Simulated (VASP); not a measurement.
# ScGaTeSe2 (P3m1) in VASP: further runs, part 2 of 2

VASP 6.6.1. The steps go on from the part before.

**3. Single point, PBE**

This run uses another cell than the first one, of 27.97 Å³/atom.

The input, INCAR:

```
PREC = Accurate
ENCUT = 520
EDIFF = 1E-7
ISMEAR = 0
SIGMA = 0.1
LREAL = False
LASPH = True
NELM = 100
ALGO = Normal
ISIF = 2
LWAVE = False
LCHARG = False
GGA = PE
NBANDS = 29
```

The input, KPOINTS:

```
regular mesh
0
Gamma
  12 12 4
```

The input, POSCAR:

```
ScGaTeSe2
1.0
    3.9018707353      0.0000000000      0.0000000000
   -1.9509353677      3.3791191790      0.0000000000
    0.0000000000      0.0000000000     10.6072436164
Sc Ga Te Se
1 1 1 2
Direct
    0.6666666667      0.3333333333      0.8093303494
    0.3333333333      0.6666666667      0.1954648991
    0.0000000000      0.0000000000      0.0022308340
    0.3333333333      0.6666666667      0.6855866374
    0.6666666667      0.3333333333      0.3073872801
```

Potentials or basis: VASP PAW PBE potentials, release 64 (Sc_sv, Ga_d, Te, Se).

Started as:

```console
$ cat potpaw_PBE.64/Sc_sv/POTCAR potpaw_PBE.64/Ga_d/POTCAR potpaw_PBE.64/Te/POTCAR potpaw_PBE.64/Se/POTCAR > POTCAR
$ mpirun -np 1 vasp_std > vasp.out
```

OUTCAR:

```text
PREC = Accurate
   ENCUT = 520
   EDIFF = 1E-7
   ISMEAR = 0
   LREAL = False
   LASPH = True
   NELM = 100
   ISIF = 2
   GGA = PE

 ion  position               nearest neighbor table
   1  0.667  0.333  0.809-   4 2.61   4 2.61   4 2.61   3 3.04   3 3.04   3 3.04
   2  0.333  0.667  0.195-   5 2.55   5 2.55   5 2.55   3 3.05   3 3.05   3 3.05
   3  0.000  0.000  0.002-   1 3.04   1 3.04   1 3.04   2 3.05   2 3.05   2 3.05
   4  0.333  0.667  0.686-   1 2.61   1 2.61   1 2.61
   5  0.667  0.333  0.307-   2 2.55   2 2.55   2 2.55

  LATTYP: Found a hexagonal cell.
 ALAT       =     3.9018707353
 C/A-ratio  =     2.7185020561

  Lattice vectors:

 A1 = (   3.9018707353,   0.0000000000,   0.0000000000)
 A2 = (  -1.9509353677,   3.3791191790,   0.0000000000)
 A3 = (   0.0000000000,   0.0000000000,  10.6072436164)

Analysis of symmetry for initial positions (statically):
=====================================================================
 Subroutine PRICEL returns:
 Original cell was already a primitive cell.

 Routine SETGRP: Setting up the symmetry group for a
 hexagonal supercell.

 Subroutine GETGRP returns: Found  6 space group operations
 (whereof  6 operations were pure point group operations)
 out of a pool of 24 trial point group operations.

The static configuration has the point symmetry C_3v.

Analysis of symmetry for dynamics (positions and initial velocities):
=====================================================================
 Subroutine PRICEL returns:
 Original cell was already a primitive cell.

 Routine SETGRP: Setting up the symmetry group for a
 hexagonal supercell.

 Subroutine GETGRP returns: Found  6 space group operations
 (whereof  6 operations were pure point group operations)
 out of a pool of 24 trial point group operations.

The dynamic configuration has the point symmetry C_3v.
[... 122 lines left out ...]
   IALGO  =     38    algorithm
   IMIX   =      4    mixing-type and parameters
     AMIX     =   0.40;   BMIX     =  1.00
     AMIX_MAG =   1.60;   BMIX_MAG =  1.00
  volume/ion in A,a.u.               =      27.97       188.76
  Fermi-wavevector in a.u.,A,eV,Ry     =   1.096306  2.071717 16.352650  1.201886
  Thomas-Fermi vector in A             =   2.232645
   LORBIT       =      0    0 simple, 1 ext, 2 COOP (PROOUT), +10 PAW based schemes
   GGA     = PE    functional components
   LHFCALC =     F    Hartree Fock is set to
   AEXX    =    0.0000 exact exchange contribution
   IVDW    =     0    specifies the selected vdW correction
   LEPSILON=     F    determine dielectric tensor
   LRPA    =     F    only Hartree local field effects (RPA)
 non-spin polarized calculation
 Gauss-broadening in eV      SIGMA  =   0.10
  energy-cutoff  :      520.00
  volume of cell :      139.86
 maximum number of plane-waves:      3789
 NGX is ok and might be reduce to    30
   NGX = 15   NGY = 15   NGZ = 39

 number of electron      42.0000005 magnetization

 Free energy of the ion-electron system (eV)
  ---------------------------------------------------
  ext. energy  EPLUGINS =         0.00000000
  ---------------------------------------------------
  free energy    TOTEN  =       -23.71626600 eV

  energy without entropy =      -23.71136491  energy(sigma->0) =      -23.71381546

 E-fermi :   3.3442     XC(G=0):  -8.8917

 val. band max:        3.3414681361   @ k =   0.4167  -0.0000   0.5000
 cond. band min:       3.3452212326   @ k =   0.0000   0.4167   0.2500
 fundamental gap:      0.0037530966
 Fermi energy:         3.3441564767

 k-point     1 :       0.0000    0.0000    0.0000
  band No.  band energies     occupation
      1     -46.4026      2.00000
      2     -25.0476      2.00000
      3     -25.0018      2.00000
      4     -25.0018      2.00000
      5     -12.0004      2.00000
      6     -11.9965      2.00000
[... 757 lines left out ...]
     28       7.0747      0.00000
     29       8.1257      0.00000

 [... further k-points ...]

------------------------ aborting loop because EDIFF is reached ----------------------------------------

  FORCE on cell =-STRESS in cart. coord.  units (eV):
  Direction    XX          YY          ZZ          XY          YZ          ZX
  --------------------------------------------------------------------------------------
  -------------------------------------------------------------------------------------
  Total        0.1005033      0.1005033      0.0972733     -0.0000000      0.0000000     -0.0000000
  in kB        1.1513618      1.1513618      1.1143596     -0.0000000      0.0000000     -0.0000000
  external PRESSURE =       1.1390278 kB  Pullay stress =       0.0000000 kB

 VOLUME and BASIS-vectors are now :
 -----------------------------------------------------------------------------
  energy-cutoff  :      520.00
  volume of cell :      139.86
      direct lattice vectors                 reciprocal lattice vectors
     3.901870735  0.000000000  0.000000000     0.256287322  0.147967554  0.000000000
    -1.950935368  3.379119179  0.000000000     0.000000000  0.295935108  0.000000000
     0.000000000  0.000000000 10.607243616     0.000000000  0.000000000  0.094275199

 POSITION                                       TOTAL-FORCE (eV/Angst)
 -----------------------------------------------------------------------------------
      1.95094      1.12637      8.58476         0.000000     -0.000000      0.014930
     -0.00000      2.25275      2.07334        -0.000000      0.000000     -0.014321
      0.00000      0.00000      0.02366         0.000000     -0.000000      0.011170
     -0.00000      2.25275      7.27218         0.000000     -0.000000     -0.030807
      1.95094      1.12637      3.26053         0.000000     -0.000000      0.019028
 -----------------------------------------------------------------------------------
    total drift:                                0.000001     -0.000001     -0.000119

  FREE ENERGIE OF THE ION-ELECTRON SYSTEM (eV)
  ---------------------------------------------------
  free  energy   TOTEN  =       -23.7162660030 eV

  energy  without entropy=      -23.7113649091  energy(sigma->0) =      -23.71381546
```

OSZICAR:

```text
N       E                     dE             d eps       ncg     rms          rms(c)
DAV:   1     0.445126379924E+03    0.44513E+03   -0.18424E+04  4042   0.155E+03
DAV:   2     0.309731511654E+02   -0.41415E+03   -0.40530E+03  4034   0.477E+02
DAV:   3    -0.226773000324E+02   -0.53650E+02   -0.51767E+02  5475   0.146E+02
DAV:   4    -0.257037892668E+02   -0.30265E+01   -0.30126E+01  5722   0.362E+01
DAV:   5    -0.257854293844E+02   -0.81640E-01   -0.81575E-01  5812   0.603E+00    0.931E+00
DAV:   6    -0.237920771509E+02    0.19934E+01   -0.56750E+00  6053   0.235E+01    0.442E+00
DAV:   7    -0.237305672185E+02    0.61510E-01   -0.54258E-01  5801   0.445E+00    0.237E+00
DAV:   8    -0.237166828657E+02    0.13884E-01   -0.12854E-01  5780   0.259E+00    0.561E-01
DAV:   9    -0.237159681938E+02    0.71467E-03   -0.21610E-02  5534   0.114E+00    0.273E-01
DAV:  10    -0.237161820313E+02   -0.21384E-03   -0.32027E-03  5748   0.545E-01    0.141E-01
DAV:  11    -0.237161967835E+02   -0.14752E-04   -0.81419E-04  5520   0.240E-01    0.443E-02
DAV:  12    -0.237162576383E+02   -0.60855E-04   -0.11674E-04  5033   0.823E-02    0.248E-02
DAV:  13    -0.237162612717E+02   -0.36335E-05   -0.31860E-05  5675   0.436E-02    0.101E-02
DAV:  14    -0.237162654913E+02   -0.42196E-05   -0.66613E-06  5042   0.158E-02    0.298E-03
DAV:  15    -0.237162657423E+02   -0.25091E-06   -0.78598E-07  5338   0.826E-03    0.175E-03
DAV:  16    -0.237162659892E+02   -0.24693E-06   -0.18701E-07  3778   0.265E-03    0.477E-04
DAV:  17    -0.237162660030E+02   -0.13795E-07   -0.63125E-08  3274   0.162E-03
   1 F= -.23716266E+02 E0= -.23713815E+02  d E =-.490109E-02
```

It took 6.3 min on 1 thread of Intel Xeon 8259CL, shared host; peak memory 0.48 GiB.

What came out:

| Item | Value |
| --- | --- |
| Free energy | -23.7163 eV |
| Pressure | 0.1 GPa |
| Largest force | 0.031 eV/Å |
| Band gap on the k mesh | zero (bands 21 and 22 overlap by 0.39 eV) |

Forces on the atoms (eV/Å):
```
Sc   0.000  0.000  0.015
Ga   0.000  0.000 -0.014
Te   0.000  0.000  0.011
Se   0.000  0.000 -0.031
Se   0.000  0.000  0.019
```

Caveat: semilocal functionals underestimate gaps, and a narrow one can read as zero; spin-orbit coupling is left out, which moves the levels of the heavy elements; this functional lacks dispersion, which binds layers or chains, so the pressure and a relaxed spacing across them are unreliable.

**4. Relaxation of cell and atoms, PBE**

This run uses another cell than the first one, of 27.42 Å³/atom.

The input, INCAR:

```
SYSTEM = ScGaTeSe2
ALGO     = Normal         ! electronic algorithm
EDIFF    = 1E-7           ! SCF threshold, eV
EDIFFG   = -0.01          ! ionic threshold
ENCUT    = 600            ! plane-wave cutoff, eV
GGA      = PE             ! functional
IBRION   = 2              ! ionic algorithm
ISIF     = 3              ! what is computed and relaxed
ISMEAR   = 0              ! smearing method
LASPH    = .True.         ! aspherical terms in the spheres
LCHARG   = .False.        ! write CHGCAR
LREAL    = .False.        ! projectors in reciprocal space
LWAVE    = .False.        ! write WAVECAR
NELM     = 60             ! most SCF steps
NSW      = 100            ! ionic steps
PREC     = Accurate       ! precision mode
SIGMA    = 0.1            ! smearing width, eV
```

The input, KPOINTS:

```
k-points
0
Gamma
  12 12 4
  0 0 0
```

The input, POSCAR:

```
ScGaTeSe2
1.0
    3.9022403393      0.0000000000      0.0000000000
   -1.9511201697      3.3794392655      0.0000000000
    0.0000000000      0.0000000000     10.3980957699
Sc Ga Te Se
1 1 1 2
Direct
    0.6666666667      0.3333333333      0.8062109946
    0.3333333333      0.6666666667      0.1993598042
    0.0000000000      0.0000000000      0.0013720474
    0.3333333333      0.6666666667      0.6801057685
    0.6666666667      0.3333333333      0.3129513853
```

Started as:

```console
$ cat potpaw_PBE.64/Sc_sv/POTCAR potpaw_PBE.64/Ga_d/POTCAR potpaw_PBE.64/Te/POTCAR potpaw_PBE.64/Se/POTCAR > POTCAR
$ mpirun -np 1 vasp_std > vasp.out
```

It took 21 min on 1 thread of Intel Xeon 8259CL, shared host; peak memory 0.56 GiB.

The run converged. Its results:

- Free energy: -23.7157 eV
- Relaxed volume: 27.54 Å³/atom
- Relaxed cell: a = 3.903 Å, b = 3.903 Å, c = 10.440 Å, α = 90.00°, β = 90.00°, γ = 120.00°
- Space group after relaxing (to 0.1 Å): P3m1 (No. 156)
- Energy gained by relaxing: 0.2 meV/atom
- Ionic steps: 9
- Pressure after relaxing: 0.0 GPa
- Largest force after relaxing: 0.009 eV/Å
- Band gap on the k mesh: zero (bands 21 and 22 overlap by 0.40 eV)

Forces on the atoms (eV/Å):
```
Sc   0.000  0.000  0.002
Ga   0.000  0.000 -0.007
Te   0.000  0.000 -0.003
Se   0.000  0.000  0.009
Se   0.000  0.000  0.000
```

The path:
| step | energy change (eV) | largest force (eV/Å) | pressure (GPa) | volume (Å³) |
| --- | --- | --- | --- | --- |
| 1 | 0.0000 | 0.0769 | 0.27 | 137.12 |
| 2 | -0.0008 | 0.0387 | -0.12 | 138.03 |
| 3 | -0.0009 | 0.0462 | -0.05 | 137.85 |
| 4 | -0.0011 | 0.0256 | -0.02 | 137.80 |
| 5 | -0.0011 | 0.0162 | 0.00 | 137.76 |
| 6 | -0.0011 | 0.0188 | 0.00 | 137.76 |
| 7 | -0.0012 | 0.0113 | -0.01 | 137.77 |
| 8 | -0.0012 | 0.0128 | -0.01 | 137.78 |
| 9 | -0.0012 | 0.0085 | 0.03 | 137.72 |

Final structure:
```yaml
crystal:
  lattice:
    - [3.90285, 0.00000, 0.00000]
    - [-1.95142, 3.37997, 0.00000]
    - [0.00000, 0.00000, 10.44018]
  atoms:
    - { symbol: Sc, position: [0.66667, 0.33333, 0.80613] }
    - { symbol: Ga, position: [0.33333, 0.66667, 0.19894] }
    - { symbol: Te, position: [0.00000, 0.00000, 0.00233] }
    - { symbol: Se, position: [0.33333, 0.66667, 0.67988] }
    - { symbol: Se, position: [0.66667, 0.33333, 0.31272] }
```

Levels at points of the mesh, in eV from the Fermi level:
| k point | band 19 | band 20 | band 21 | band 22 | band 23 | band 24 |
| --- | --- | --- | --- | --- | --- | --- |
| (0.00, 0.00, 0.00) | -0.94 | 0.23 | 0.23 | 0.53 | 1.65 | 1.65 |
| (0.50, 0.00, 0.00) | -1.86 | -1.84 | -0.94 | -0.17 | 1.22 | 2.50 |
| (0.00, 0.00, 0.50) | -1.53 | 0.23 | 0.23 | 0.86 | 1.65 | 1.65 |
| (0.50, 0.00, 0.50) | -1.82 | -1.57 | -0.96 | -0.07 | 1.29 | 2.50 |

Caveat: semilocal functionals underestimate gaps, and a narrow one can read as zero; spin-orbit coupling is left out, which moves the levels of the heavy elements; this functional lacks dispersion, which binds layers or chains, so the pressure and a relaxed spacing across them are unreliable.

**5. Overview**

| task | cell | k mesh | cutoff (eV) | gap on the mesh (eV) | pressure (GPa) | relaxed volume (Å³/atom) | largest force (eV/Å) |
| --- | --- | --- | --- | --- | --- | --- | --- |
| relaxation of cell and atoms | relaxed from a = 4.421, b = 4.421, c = 7.576 Å, angles 90.0, 90.0, 120.0°, 5 atoms, atomic positions A | 6 × 6 × 2 | 600 | none | 0.0 | 27.19 | 0.02 |
| single point | a = 3.902, b = 3.902, c = 10.607 Å, angles 90.0, 90.0, 120.0°, 5 atoms, atomic positions B | 12 × 12 × 4 | 520 | none | 0.1 | - | 0.03 |
| relaxation of cell and atoms | relaxed from a = 3.902, b = 3.902, c = 10.398 Å, angles 90.0, 90.0, 120.0°, 5 atoms, atomic positions C | 12 × 12 × 4 | 600 | none | 0.0 | 27.54 | 0.01 |

Alike in all rows: level PBE; potentials or basis VASP PAW PBE potentials, release 64 (Sc_sv, Ga_d, Te, Se); no spin polarisation; smearing gaussian 0.1 eV.

Caveats: some runs use coarse meshes; semilocal functionals underestimate gaps, and a narrow one can read as zero; spin-orbit coupling is left out, which moves the levels of the heavy elements; this functional lacks dispersion, which binds layers or chains, so the pressure and a relaxed spacing across them are unreliable; a cell axis changed by over 15 % at a fixed basis, so the end point is rough (at least some runs).

Total energies depend on the potentials used, so only differences within one code and one set of settings carry meaning.

The gap in the log of VASP goes by the Fermi energy; the results here count the filled bands.